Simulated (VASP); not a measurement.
# Sb2PdN4 (I4/mmm) in VASP: settings compared

Aim: see how the results for Sb2PdN4 move with the level of theory and the settings. Levels: PBEsol, r2SCAN+rVV10. Tasks: single point.

All numbers are computed with VASP 6.6.1; they aren't measurements. Logs are shortened: lines on timing, memory, paths and dates and some standing lists are left out, and cuts for length are marked.

### 1 The cell of the first run

The structure is tetragonal, space group I4/mmm (No. 139). Conventional cell: a = 3.918 Å, b = 3.918 Å, c = 11.471 Å, α = 90.00°, β = 90.00°, γ = 90.00°. Sb (site symmetry 4mm) has 9 N at 2.03 to 2.80 Å within 2.8 Å. Within 2.6 Å of Pd (site symmetry 4/mmm) lie 6 N at 1.96 to 2.05 Å. N (site symmetry mmm) has 2 Pd at 1.96 Å and 4 Sb at 2.57 Å within 2.6 Å. N (site symmetry 4mm) has 5 Sb at 2.03 to 2.80 Å and 1 Pd at 2.05 Å and 4 N at 2.84 Å within 2.9 Å.

### 2 Single point, PBEsol

INCAR reads:

```
SYSTEM = Sb2PdN4
PREC = Accurate
ENCUT = 520
EDIFF = 1E-6
ISMEAR = -1
SIGMA = 0.03
LREAL = .FALSE.
LASPH = .TRUE.
NELM = 60
ALGO = Normal
ISIF = 2
LWAVE = .FALSE.
LCHARG = .FALSE.
GGA = PS
NBANDS = 29
```

KPOINTS reads:

```
regular mesh
0
G
  8 8 8
  0 0 0
```

POSCAR reads:

```
Sb2PdN4
1.0
   -1.9592070941      1.9592070941      5.7354326698
    1.9592070941     -1.9592070941      5.7354326698
    1.9592070941      1.9592070941     -5.7354326698
Sb Pd N
2 1 4
Direct
    0.6443398213      0.6443398213      0.0000000000
    0.3556601787      0.3556601787      0.0000000000
    0.0000000000      0.0000000000      0.0000000000
    0.0000000000      0.5000000000      0.5000000000
    0.5000000000      0.0000000000      0.5000000000
    0.8213524177      0.8213524177      0.0000000000
    0.1786475823      0.1786475823      0.0000000000
```

Potentials or basis: VASP PAW PBE potentials, release 64 (Sb, Pd, N).

Run with:

```sh
$ cat potpaw_PBE.64/Sb/POTCAR potpaw_PBE.64/Pd/POTCAR potpaw_PBE.64/N/POTCAR > POTCAR
$ mpirun -np 1 vasp_std > vasp.out
```

OUTCAR:

```text
SYSTEM = Sb2PdN4
   PREC = Accurate
   ENCUT = 520
   EDIFF = 1E-6
   ISMEAR = -1
   LREAL = .FALSE.
   LASPH = .TRUE.
   NELM = 60
   ISIF = 2
   GGA = PS

 ion  position               nearest neighbor table
   1  0.644  0.644  0.000-   6 2.03   5 2.57   4 2.57   5 2.57   4 2.57   3 3.23   3 3.23   3 3.23
                             3 3.23   2 3.31   2 3.68   2 3.68   2 3.68   2 3.68
   2  0.356  0.356  0.000-   7 2.03   5 2.57   4 2.57   4 2.57   5 2.57   3 3.23   3 3.23   3 3.23
                             3 3.23   1 3.31   1 3.68   1 3.68   1 3.68   1 3.68
   3  0.000  0.000  0.000-   4 1.96   5 1.96   4 1.96   5 1.96   6 2.05   7 2.05   1 3.23   2 3.23
                             1 3.23   2 3.23   1 3.23   2 3.23   1 3.23   2 3.23
   4  0.000  0.500  0.500-   3 1.96   3 1.96   1 2.57   1 2.57   2 2.57   2 2.57
   5  0.500  0.000  0.500-   3 1.96   3 1.96   1 2.57   1 2.57   2 2.57   2 2.57
   6  0.821  0.821  0.000-   1 2.03   3 2.05
   7  0.179  0.179  0.000-   2 2.03   3 2.05

  LATTYP: Found a body centered tetragonal cell.
 ALAT       =     3.9184141882
 C/A-ratio  =     2.9274254299

  Lattice vectors:

 A1 = (  -1.9592070941,   1.9592070941,   5.7354326698)
 A2 = (   1.9592070941,  -1.9592070941,   5.7354326698)
 A3 = (   1.9592070941,   1.9592070941,  -5.7354326698)

Analysis of symmetry for initial positions (statically):
=====================================================================
 Subroutine PRICEL returns:
 Original cell was already a primitive cell.

 Routine SETGRP: Setting up the symmetry group for a
 body centered tetragonal supercell.

 Subroutine GETGRP returns: Found 16 space group operations
 (whereof 16 operations were pure point group operations)
 out of a pool of 16 trial point group operations.

The static configuration has the point symmetry D_4h.

Analysis of symmetry for dynamics (positions and initial velocities):
=====================================================================
 Subroutine PRICEL returns:
 Original cell was already a primitive cell.

 Routine SETGRP: Setting up the symmetry group for a
 body centered tetragonal supercell.

 Subroutine GETGRP returns: Found 16 space group operations
 (whereof 16 operations were pure point group operations)
 out of a pool of 16 trial point group operations.

The dynamic configuration has the point symmetry D_4h.

 Subroutine INISYM returns: Found 16 space group operations
 (whereof 16 operations are pure point group operations),
 and found     1 'primitive' translations

----------------------------------------------------------------------------------------

                                     Primitive cell

  volume of cell :      88.0617

  direct lattice vectors                    reciprocal lattice vectors
    -1.959207094  1.959207094  5.735432670     0.000000000  0.255205283  0.087177381
     1.959207094 -1.959207094  5.735432670     0.255205283  0.000000000  0.087177381
     1.959207094  1.959207094 -5.735432670     0.255205283  0.255205283  0.000000000

  length of vectors
     6.369628936  6.369628936  6.369628936     0.269684319  0.269684319  0.360914772

  position of ions in fractional coordinates (direct lattice)
     0.644339821  0.644339821  0.000000000
     0.355660179  0.355660179  0.000000000
     0.000000000  0.000000000  0.000000000
     0.000000000  0.500000000  0.500000000
     0.500000000  0.000000000  0.500000000
     0.821352418  0.821352418  0.000000000
     0.178647582  0.178647582  0.000000000

  ion indices of the primitive-cell ions
   primitive index   ion index
                 1           1
                 2           2
                 3           3
                 4           4
                 5           5
                 6           6
                 7           7

----------------------------------------------------------------------------------------

 KPOINTS: regular mesh

Automatic generation of k-mesh.
 Grid dimensions read from file:
 generate k-points for:    8    8    8

 Generating k-lattice:

  Cartesian coordinates                     Fractional coordinates (reciprocal lattice)
     0.000000000  0.031900660  0.010897173     0.125000000  0.000000000  0.000000000
     0.031900660  0.000000000  0.010897173     0.000000000  0.125000000  0.000000000
     0.031900660  0.031900660  0.000000000     0.000000000  0.000000000  0.125000000

  Length of vectors
     0.033710540  0.033710540  0.045114346

  Shift w.r.t. Gamma in fractional coordinates (k-lattice)
     0.000000000  0.000000000  0.000000000

 Subroutine IBZKPT returns following result:
 ===========================================

 Found     59 irreducible k-points:

 Following reciprocal coordinates:
            Coordinates               Weight
  0.000000  0.000000  0.000000      1.000000
  0.125000  0.000000  0.000000      8.000000
  0.250000  0.000000  0.000000      8.000000
  0.375000  0.000000 -0.000000      8.000000
  0.500000  0.000000  0.000000      4.000000
  0.125000  0.125000  0.000000      8.000000
[... 16 lines left out ...]
  0.250000  0.125000  0.125000     16.000000
  0.375000  0.125000  0.125000      8.000000
 [... further k-points ...]
   k-points           NKPTS =     59   k-points in BZ     NKDIM =     59   number of bands    NBANDS=     29
   number of dos      NEDOS =    301   number of ions     NIONS =      7
   total plane-waves  NPLWV = 110592
   dimension x,y,z NGX =    48 NGY =   48 NGZ =   48
   dimension x,y,z NGXF=    96 NGYF=   96 NGZF=   96
   ions per type =               2   1   4
   NGX,Y,Z   is equivalent  to a cutoff of  12.53, 12.53, 12.53 a.u.
   NGXF,Y,Z  is equivalent  to a cutoff of  25.06, 25.06, 25.06 a.u.
 SYSTEM =  Sb2PdN4
   PREC   = accura    normal or accurate (medium, high low for compatibility)
   ISTART =      0    job   : 0-new  1-cont  2-samecut
   ICHARG =      2    charge: 1-file 2-atom 10-const
   ISPIN  =      1    spin polarized calculation?
   LNONCOLLINEAR =      F non collinear calculations
   LSORBIT =      F    spin-orbit coupling
   LASPH  =      T    aspherical Exc in radial PAW
   ENCUT  =  520.0 eV  38.22 Ry    6.18 a.u.  11.84 11.84 11.84*2*pi/ulx,y,z
   NELM   =     60;   NELMIN=  2; NELMDL= -5     # of ELM steps
   EDIFF  = 0.1E-05   stopping-criterion for ELM
   LREAL  =      F    real-space projection
   EDIFFG = 0.1E-04   stopping-criterion for IOM
   NSW    =      0    number of steps for IOM
   IBRION =     -1    ionic relax: 0-MD 1-quasi-New 2-CG
   NFREE  =      0    steps in history (QN), initial steepest desc. (CG)
   ISIF   =      2    stress and relaxation
   ISYM   =      2    0-nonsym 1-usesym 2-fastsym
   POTIM  = 0.5000    time-step for ionic-motion
   TEBEG  =    0.0;   TEEND  =   0.0 temperature during run
   PSTRESS=    0.0 pullay stress
   NELECT =      40.0000    total number of electrons
   NUPDOWN=      -1.0000    fix difference up-down
   EMIN   =  10.00;   EMAX   =-10.00  energy-range for DOS
   EFERMI =   0.00;   METHOD = LEGACY
   ISMEAR =    -1;   SIGMA  =   0.03  broadening in eV -4-tet -1-fermi 0-gaus
   EFERMI_NEDOS =   21; number of points for ismear=-14 and -15
   IALGO  =     38    algorithm
   IMIX   =      4    mixing-type and parameters
     AMIX     =   0.40;   BMIX     =  1.00
     AMIX_MAG =   1.60;   BMIX_MAG =  1.00
  volume/ion in A,a.u.               =      12.58        84.90
  Fermi-wavevector in a.u.,A,eV,Ry     =   1.258440  2.378107 21.547158  1.583671
  Thomas-Fermi vector in A             =   2.392050
   LORBIT       =      0    0 simple, 1 ext, 2 COOP (PROOUT), +10 PAW based schemes
   GGA     = PS    functional components
   LHFCALC =     F    Hartree Fock is set to
   AEXX    =    0.0000 exact exchange contribution
   IVDW    =     0    specifies the selected vdW correction
   LEPSILON=     F    determine dielectric tensor
   LRPA    =     F    only Hartree local field effects (RPA)
 non-spin polarized calculation
  energy-cutoff  :      520.00
  volume of cell :       88.06
 maximum number of plane-waves:      2398
   NGX = 23   NGY = 23   NGZ = 23

 number of electron      39.9999999 magnetization

 Free energy of the ion-electron system (eV)
  ---------------------------------------------------
  ext. energy  EPLUGINS =         0.00000000
  ---------------------------------------------------
  free energy    TOTEN  =       -41.03287447 eV

  energy without entropy =      -41.02218663  energy(sigma->0) =      -41.02753055

 E-fermi :   8.6076     XC(G=0): -11.9266

 val. band max:        8.5953323969   @ k =  -0.3750  -0.3750   0.1250
 cond. band min:       8.6132002255   @ k =   0.5000   0.3750  -0.0000
 fundamental gap:      0.0178678286
 Fermi energy:         8.6076252456

 k-point     1 :       0.0000    0.0000    0.0000
  band No.  band energies     occupation
      1      -8.1433      2.00000
      2      -5.9145      2.00000
      3      -5.5515      2.00000
      4      -4.3240      2.00000
      5      -1.0772      2.00000
      6       1.1961      2.00000
[... 21 lines left out ...]
     28      13.2385      0.00000
     29      14.7282      0.00000

 k-point     2 :       0.1250    0.0000    0.0000
  band No.  band energies     occupation
      1      -8.0087      2.00000
      2      -5.8690      2.00000
      3      -5.5412      2.00000
      4      -4.3763      2.00000
      5      -1.0798      2.00000
      6       1.0681      2.00000
[... 21 lines left out ...]
     28      13.2622      0.00000
     29      15.0112      0.00000

 k-point     3 :       0.2500    0.0000    0.0000
  band No.  band energies     occupation
      1      -7.6226      2.00000
      2      -5.7510      2.00000
      3      -5.5436      2.00000
      4      -4.5736      2.00000
      5      -1.0392      2.00000
      6       0.6507      2.00000
[... 638 lines left out ...]
      5      -0.6927      2.00000
      6      -0.4479      2.00000
[... 21 lines left out ...]
     28      14.7388      0.00000
     29      16.1003      0.00000

 k-point    24 :       0.3750    0.1250    0.1250
  band No.  band energies     occupation
      1      -6.1036      2.00000
      2      -5.8065      2.00000
      3      -5.2396      2.00000
      4      -5.0486      2.00000
      5      -0.7309      2.00000
      6      -0.4160      2.00000
[... 21 lines left out ...]
     28      15.1828      0.00000
     29      16.1313      0.00000

 [... further k-points ...]

------------------------ aborting loop because EDIFF is reached ----------------------------------------

  FORCE on cell =-STRESS in cart. coord.  units (eV):
  Direction    XX          YY          ZZ          XY          YZ          ZX
  --------------------------------------------------------------------------------------
  -------------------------------------------------------------------------------------
  Total       -0.3110788     -0.3110788      0.1262409      0.0000000      0.0000000     -0.0000000
  in kB       -5.6597100     -5.6597100      2.2968040      0.0000000      0.0000000     -0.0000000
  external PRESSURE =      -3.0075386 kB  Pullay stress =       0.0000000 kB

 VOLUME and BASIS-vectors are now :
 -----------------------------------------------------------------------------
  energy-cutoff  :      520.00
  volume of cell :       88.06
      direct lattice vectors                 reciprocal lattice vectors
    -1.959207094  1.959207094  5.735432670     0.000000000  0.255205283  0.087177381
     1.959207094 -1.959207094  5.735432670     0.255205283  0.000000000  0.087177381
     1.959207094  1.959207094 -5.735432670     0.255205283  0.255205283  0.000000000

 POSITION                                       TOTAL-FORCE (eV/Angst)
 -----------------------------------------------------------------------------------
      0.00000      0.00000      7.39114         0.000000      0.000000     -0.148562
      0.00000      0.00000      4.07973         0.000000      0.000000      0.148562
      0.00000      0.00000      0.00000        -0.000000     -0.000000      0.000000
      1.95921      0.00000      0.00000        -0.000000     -0.000000      0.000000
      0.00000      1.95921      0.00000        -0.000000     -0.000000      0.000000
      0.00000      0.00000      9.42162         0.000000      0.000000      0.089729
      0.00000      0.00000      2.04924        -0.000000     -0.000000     -0.089729
 -----------------------------------------------------------------------------------
    total drift:                               -0.000000      0.000000      0.000000

  FREE ENERGIE OF THE ION-ELECTRON SYSTEM (eV)
  ---------------------------------------------------
  free  energy   TOTEN  =       -41.0328744688 eV

  energy  without entropy=      -41.0221866312  energy(sigma->0) =      -41.02753055
```

It took 8.5 min on 1 thread of Oxide Virtual Turin-like, shared host; peak memory 0.38 GiB.

Results:

| Item | Value |
| --- | --- |
| Free energy | -41.0329 eV |
| Pressure | -0.3 GPa |
| Largest force | 0.149 eV/Å |
| Band gap on the k mesh | zero (bands 20 and 21 overlap by 0.68 eV) |

Forces on the atoms (eV/Å):
```
Sb   0.000  0.000 -0.149
Sb   0.000  0.000  0.149
Pd   0.000  0.000  0.000
N    0.000  0.000  0.000
N    0.000  0.000  0.000
N    0.000  0.000  0.090
N    0.000  0.000 -0.090
```

Caveat: the PAW data sets were made with another functional, which shifts forces and pressure a little; spin-orbit coupling is left out, which moves the levels of the heavy elements.

### 3 Single point, r2SCAN+rVV10

This run uses another cell than the first one, of 12.68 Å³/atom.

POSCAR reads:

```
Sb2PdN4
1.0
   -1.9762162520      1.9762162520      5.6801901882
    1.9762162520     -1.9762162520      5.6801901882
    1.9762162520      1.9762162520     -5.6801901882
Sb Pd N
2 1 4
Direct
    0.6440821341      0.6440821341      0.0000000000
    0.3559178659      0.3559178659      0.0000000000
    0.0000000000      0.0000000000      0.0000000000
    0.0000000000      0.5000000000      0.5000000000
    0.5000000000      0.0000000000      0.5000000000
    0.8193438507      0.8193438507      0.0000000000
    0.1806561493      0.1806561493      0.0000000000
```

INCAR.step1 reads:

```
  PREC = Accurate
  ENCUT = 520
  ISMEAR = -1
  SIGMA = 0.03
  LREAL = F
  LASPH = T
  NELM = 100
  NBANDS = 29
  GGA = PE
  ALGO = Normal
  EDIFF = 1E-4
  LWAVE = T
  LCHARG = F
```

INCAR.step2 reads:

```
  PREC = Accurate
  ENCUT = 520
  EDIFF = 1E-6
  ISMEAR = -1
  SIGMA = 0.03
  LREAL = F
  LASPH = T
  NELM = 100
  ALGO = Normal
  ISIF = 2
  LWAVE = F
  LCHARG = F
  METAGGA = R2SCAN
  LMIXTAU = T
  LUSE_VDW = T
  IVDW_NL = 2
  BPARAM = 11.95
  CPARAM = 0.0093
  NBANDS = 29
  ISTART = 1
```

KPOINTS reads:

```
regular mesh
0
Gamma
  8 8 8
```

Potentials or basis: VASP PAW PBE potentials, release 64 (Sb, Pd, N).

Run with:

```sh
$ cat potpaw_PBE.64/Sb/POTCAR potpaw_PBE.64/Pd/POTCAR potpaw_PBE.64/N/POTCAR > POTCAR
$ cp INCAR.step1 INCAR
$ mpirun -np 1 vasp_std > vasp.out
$ cp INCAR.step2 INCAR
$ mpirun -np 1 vasp_std > vasp.out
```

It took 32 min on 1 thread of Oxide Virtual Turin-like, shared host; peak memory 0.82 GiB.

Results (log left out):

| Property | Result |
| --- | --- |
| Free energy | -100.5168 eV |
| Pressure | 0.3 GPa |
| Largest force | 0.156 eV/Å |
| Band gap on the k mesh | zero (bands 20 and 21 overlap by 0.67 eV) |

Forces on the atoms (eV/Å):
```
Sb   0.000  0.000 -0.156
Sb   0.000  0.000  0.156
Pd   0.000  0.000  0.000
N    0.000  0.000  0.000
N    0.000  0.000  0.000
N    0.000  0.000  0.091
N    0.000  0.000 -0.091
```

Stress tensor (GPa, compression positive):
```
0.03 0.00 0.00
0.00 0.03 0.00
0.00 0.00 0.99
```

Levels at points of the mesh, in eV from the Fermi level:
```csv
k point,band 17,band 18,band 19,band 20,band 21,band 22,band 23,band 24
"(0.00, 0.00, 0.00)",-1.56,-1.56,-1.31,-0.50,-0.50,0.64,0.89,3.68
"(0.50, 0.00, 0.00)",-1.43,-1.38,-0.53,-0.13,0.91,0.96,2.26,2.36
"(0.50, 0.50, 0.00)",-1.21,-0.37,-0.37,0.06,0.09,3.14,3.74,5.09
"(0.50, 0.50, 0.50)",-1.42,-1.42,-1.31,-0.20,-0.11,-0.11,1.72,2.87
```

Caveat: the PAW data sets were made with another functional, which shifts forces and pressure a little; spin-orbit coupling is left out, which moves the levels of the heavy elements.
